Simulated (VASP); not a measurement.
Runs of VASP 6.6.1 on Pd. The structure is that of space group Im-3m (No. 229), or close to it. The cells are those of the table. 

```csv
spin,cell,k mesh,smearing,gap on the mesh (eV),pressure (GPa)
off,"a = 2.702 Å, angles 109.5°, 1 atom",15 × 15 × 15,fermi-dirac 0.1 eV,none,13.9
off,"a = 2.885 Å, angles 109.5°, 1 atom",15 × 15 × 15,fermi-dirac 0.1 eV,none,-10.5
off,"a = 2.778 Å, angles 109.5°, 1 atom",14 × 14 × 14,fermi-dirac 0.1 eV,none,0.3
"collinear, ferromagnetic start","a = 2.813 Å, angles 109.5°, 1 atom",16 × 16 × 16,fermi-dirac 0.05 eV,none,-4.4
off,"a = 2.740 Å, angles 109.5°, 1 atom",15 × 15 × 15,fermi-dirac 0.1 eV,none,6.2
off,"a = 2.778 Å, angles 109.5°, 1 atom",23 × 23 × 23,fermi-dirac 0.1 eV,none,0.2
off,"a = 2.662 Å, angles 109.5°, 1 atom",15 × 15 × 15,fermi-dirac 0.1 eV,none,(a)
off,"a = 2.850 Å, angles 109.5°, 1 atom",15 × 15 × 15,fermi-dirac 0.1 eV,none,(b)
```

Alike in all rows: task single point; level BLYP; potentials or basis VASP PAW PBE potentials, release 64 (Pd); cutoff (eV) 520.

Question: Estimate the missing entries.

Answer: (a) 24.0; (b) -7.9.

Caveats: the PAW data sets were made with another functional, which shifts forces and pressure a little.

A k mesh can miss the band edges, and the runs leave out spin-orbit coupling on Pd.

A gap of «none» marks levels without a gap at the run's occupations.
